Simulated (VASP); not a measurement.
Bi2Te3:

```
Bi Te
1.0
     2.19300    1.26613   10.16567
    -2.19300    1.26613   10.16567
     0.00000   -2.53226   10.16567
Bi Te
2 3
Direct
  0.40000 0.40000 0.40000
  0.60000 0.60000 0.60000
  0.00000 0.00000 0.00000
  0.20950 0.20950 0.20950
  0.79050 0.79050 0.79050
```

Base run:

| Property | Result |
| --- | --- |
| Program | VASP 6.6.1 |
| Functional | PBE |
| Potentials or basis | VASP PAW PBE potentials, release 64 (Bi_d, Te) |
| Cutoff | 500 eV |
| k mesh | 6 × 6 × 6 |
| Occupations | gaussian, width 0.01 eV |
| Spin | no spin polarisation |

Its results: band gap on the k mesh 0.28 eV; pressure 1.9 GPa; largest force 0.025 eV/Å.

Question: The run is repeated on the same cell with these changes: k mesh from 6 × 6 × 6 to 2 × 2 × 2. What comes out?

Answer: Band gap on the k mesh 0.26 eV; pressure 4.3 GPa; largest force 0.694 eV/Å.

Caveats: some runs use coarse meshes; spin-orbit coupling is left out, which moves the levels of the heavy elements.

A k mesh can miss the band edges.
